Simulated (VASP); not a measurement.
## TaN: single point with LDA

The system is TaN.

```
CELL_PARAMETERS angstrom
5.19100 0.00000 0.00000
-2.59550 4.49554 0.00000
0.00000 0.00000 2.90800
ATOMIC_POSITIONS crystal
Ta 0.00000 0.00000 0.00000
Ta 0.33333 0.66667 0.50000
Ta 0.66667 0.33333 0.50000
N 0.50000 0.00000 0.00000
N 0.00000 0.50000 0.00000
N 0.50000 0.50000 0.00000
```

```json
{
  "Program": "VASP 6.6.1",
  "Task": "single point",
  "Functional": "LDA",
  "Potentials or basis": "VASP PAW LDA potentials, release 64 (Ta_pv, N)",
  "Cutoff": "520 eV",
  "k mesh": "5 × 5 × 8",
  "Occupations": "fermi-dirac, width 0.1 eV",
  "Spin": "no spin polarisation"
}
```

The pressure is -3.6 GPa and the band gap on the k mesh is zero (band 24 reaches 8.91 eV, above the bottom of band 25 at 6.76 eV).

Stress tensor (GPa, compression positive):
```
-2.93  0.00  0.00
 0.00 -2.93  0.00
 0.00  0.00 -5.08
```

Levels at points of the mesh, in eV from the Fermi level:
| k point | band 21 | band 22 | band 23 | band 24 | band 25 | band 26 | band 27 | band 28 |
| --- | --- | --- | --- | --- | --- | --- | --- | --- |
| (0.00, 0.00, 0.00) | -3.01 | -2.51 | -2.10 | -1.32 | -1.32 | 0.75 | 0.75 | 1.21 |
| (0.00, 0.00, 0.50) | -3.11 | -3.11 | -1.93 | 0.83 | 0.83 | 1.49 | 1.73 | 2.47 |

Wall time 45 s on 1 thread of AMD EPYC 7R13 Processor (Zen 3), on a shared host, peak memory 0.15 GiB.

Caveat: spin-orbit coupling is left out, which moves the levels of the heavy elements.
